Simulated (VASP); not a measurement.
Input of a VASP 6.6.1 run:

The input POSCAR:

```
Sn3Se
1.0
    0.0000000000      3.7331380000      3.7331380000
    3.7331380000      0.0000000000      3.7331380000
    3.7331380000      3.7331380000      0.0000000000
Sn Se
3 1
Direct
    0.5000000000      0.5000000000      0.5000000000
    0.7500000000      0.7500000000      0.7500000000
    0.2500000000      0.2500000000      0.2500000000
    0.0000000000      0.0000000000      0.0000000000
```

The input INCAR.step1:

```
SYSTEM = Sn3Se
  ALGO = Normal
  EDIFF = 1E-4
  ENCUT = 520
  GGA = PE
  ISMEAR = -1
  LASPH = .TRUE.
  LCHARG = .FALSE.
  LREAL = .FALSE.
  LWAVE = .TRUE.
  NBANDS = 32
  NELM = 100
  PREC = Accurate
  SIGMA = 0.05
```

The input INCAR.step2:

```
SYSTEM = Sn3Se
  ALGO = Normal
  EDIFF = 1E-6
  ENCUT = 520
  ISIF = 2
  ISMEAR = -1
  ISTART = 1
  LASPH = .TRUE.
  LCHARG = .TRUE.
  LELF = .TRUE.
  LMIXTAU = .TRUE.
  LREAL = .FALSE.
  LVHAR = .TRUE.
  LWAVE = .FALSE.
  METAGGA = R2SCAN
  NBANDS = 32
  NELM = 100
  PREC = Accurate
  SIGMA = 0.05
```

Contents of KPOINTS:

```
k-points
0
G
  6 6 6
  0 0 0
```

Potentials or basis: VASP PAW PBE potentials, release 64 (Sn_d, Se).

Command:

```sh
$ cat potpaw_PBE.64/Sn_d/POTCAR potpaw_PBE.64/Se/POTCAR > POTCAR
$ cp INCAR.step1 INCAR
$ mpirun -np 1 vasp_std > vasp.out
$ cp INCAR.step2 INCAR
$ mpirun -np 1 vasp_std > vasp.out
```

**Question.** What does it give for the pressure?

**Answer.** -1.3 GPa.

**Question.** Estimate the band gap on the k mesh.

**Answer.** Zero (band 24 reaches 7.70 eV, above the bottom of band 25 at 5.84 eV).

Caveat: the PAW data sets were made with another functional, which shifts forces and pressure a little; spin-orbit coupling is left out, which moves the levels of the heavy elements.
